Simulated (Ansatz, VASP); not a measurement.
# Two plane-wave programs on Ta3N

Contents of INCAR:

```
SYSTEM = Ta3N
  PREC = Accurate
  ENCUT = 520
  EDIFF = 1E-6
  ISMEAR = 0
  SIGMA = 0.15
  LREAL = .FALSE.
  LASPH = .TRUE.
  NELM = 60
  ALGO = Normal
  ISIF = 2
  LWAVE = .FALSE.
  LCHARG = .FALSE.
  GGA = PS
  NBANDS = 27
```

The input KPOINTS:

```
regular mesh
0
G
  18 18 8
  0 0 0
```

POSCAR

```
Ta3N
1.0
    3.1205247677      0.0000000000      0.0000000000
   -1.5602623839      2.7024537220      0.0000000000
    0.0000000000      0.0000000000      8.0459191266
Ta N
3 1
Direct
    0.0000000000      0.0000000000      0.5000000000
    0.3333333333      0.6666666667      0.1725859884
    0.6666666667      0.3333333333      0.8274140116
    0.0000000000      0.0000000000      0.0000000000
```

Input for Ansatz:

```yaml
crystal:
  lattice:
    - [3.1205247677, 0.0, 0.0]
    - [-1.5602623839, 2.702453722, 0.0]
    - [0.0, 0.0, 8.0459191266]
  atoms:
    - { symbol: Ta, position: [0.0, 0.0, 0.5] }
    - { symbol: Ta, position: [0.3333333333, 0.6666666667, 0.1725859884] }
    - { symbol: Ta, position: [0.6666666667, 0.3333333333, 0.8274140116] }
    - { symbol: "N", position: [0.0, 0.0, 0.0] }
basis:
  ecutwfc: 420
kpoints:
  mp_grid: { grid: [18, 18, 8] }
hamiltonian:
  xc: pbesol
scf:
  occupations: { method: gaussian, width: 0.15 }
output:
  forces: true
  stress: true
  eigenvalues: true
```

Change from the starting cell: strain +0.040 along x and y, +0.080 along z, atoms carried along.

Alike in both runs: task single point; functional PBEsol; k mesh 18 × 18 × 8; occupations gaussian, width 0.15 eV; no spin polarisation.

|  | VASP | Ansatz |
| --- | --- | --- |
| version | VASP 6.6.1 | Ansatz 0.2.0 |
| potentials or method | VASP PAW PBE potentials, release 64 (Ta_pv, N), cutoff 520 eV | scalar-relativistic, plane waves, PAW |
| valence electrons in the cell | 38 | 44 |

Ansatz gave:

| Quantity | Value |
| --- | --- |
| gap on the k mesh at the Fermi level (eV) | none |
| pressure (GPa) | -29.7 |
| traceless stress, the component that is largest in VASP (GPa) | -2.34 |
| rms of the force components (eV/Å) | 0.284 |

Q: Which values does VASP return?

A: gap on the k mesh at the Fermi level (eV): none; pressure (GPa): -29.6; traceless stress, the component that is largest in VASP (GPa): -2.30; rms of the force components (eV/Å): 0.271.

VASP's potentials were made for PBE, not for PBEsol. Atom by atom the forces differ by 0.013 eV/Å (rms over components). A gap of «none» marks a metal or a gap that the smearing closes. Both programs put the cell under strong tension, so it lies far from rest at this level. The functional is the same, so the differences come from potentials, cutoffs and numerics. VASP's potentials hold 38 valence electrons a cell and Ansatz's 44, so a difference there can come from the potentials and not from the codes.

Neither program's run includes spin-orbit coupling.
